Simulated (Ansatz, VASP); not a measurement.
Ti: VASP beside Ansatz

```xyz
2
Lattice="2.9388 0.0000 0.0000 -1.4694 2.5451 0.0000 0.0000 0.0000 4.6492" Properties=species:S:1:pos:R:3 pbc="T T T"
Ti    0.0000    1.6967    1.1623
Ti    1.4694    0.8484    3.4869
```

Alike in both runs: functional PBE; k mesh 18 × 18 × 10; occupations gaussian, width 0.1 eV; no spin polarisation.

Ansatz relaxed the structure, and its values are those at the end. VASP's run is a single point on that final structure, the one shown.

```csv
,VASP,Ansatz
version,VASP 6.6.1,Ansatz 0.2.0
potentials or method,"VASP PAW PBE potentials, release 64 (Ti_sv), cutoff 520 eV","scalar-relativistic, plane waves, PAW"
valence electrons in the cell,24,24
```

```csv
,VASP,Ansatz,Ansatz less VASP
gap on the k mesh at the Fermi level (eV),none,none,-
pressure (GPa),-0.5,0.0,+0.49
```

A gap of «none» marks a metal or a gap that the smearing closes.
